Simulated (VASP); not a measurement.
**Al3Pt: single point with PBE**

The system is Al3Pt.

```
Al Pt
1.0
     3.89999    0.00000    0.00000
    -1.95000    3.37749    0.00000
     0.00000    0.00000    5.09812
Al Pt
3 1
Direct
  0.33333 0.66667 0.12381
  0.66667 0.33333 0.87619
  0.00000 0.00000 0.00000
  0.00000 0.00000 0.50000
```

```yaml
Program: VASP 6.6.1
Task: single point
Functional: PBE
Potentials_or_basis: VASP PAW PBE potentials, release 64 (Al, Pt)
Cutoff: 520 eV
k_mesh: 6 × 6 × 4
Occupations: gaussian, width 0.1 eV
Spin: no spin polarisation
```

```yaml
Pressure: 18.5 GPa
Largest_force: 4.042 eV/Å
```

Forces on the atoms (eV/Å):
```
Al   0.000  0.000  4.042
Al   0.000  0.000 -4.042
Al   0.000  0.000  0.000
Pt   0.000  0.000  0.000
```

Stress tensor (GPa, compression positive):
```
29.36  0.00  0.00
 0.00 29.36  0.00
 0.00  0.00 -3.30
```

Levels at points of the mesh, in eV from the Fermi level:
```tsv
k point	band 7	band 8	band 9	band 10	band 11	band 12
(0.00, 0.00, 0.00)	-2.24	-2.24	-0.17	-0.17	0.81	0.81
(0.50, 0.00, 0.00)	-1.84	-1.56	-1.42	-0.45	0.67	1.77
(0.00, 0.00, 0.50)	-2.18	0.37	0.37	1.32	1.32	2.28
(0.50, 0.00, 0.50)	-2.00	-1.42	-0.97	-0.62	-0.22	2.76
```

It took 23 s on 1 thread of Intel(R) Xeon(R) Platinum 8375C CPU @ 2.90GHz (Ice Lake) (shared host), peak memory 0.19 GiB.

Caveat: spin-orbit coupling is left out, which moves the levels of the heavy elements; forces of over 1 eV/Å act on the atoms, so gaps and moduli don't describe the material at rest.
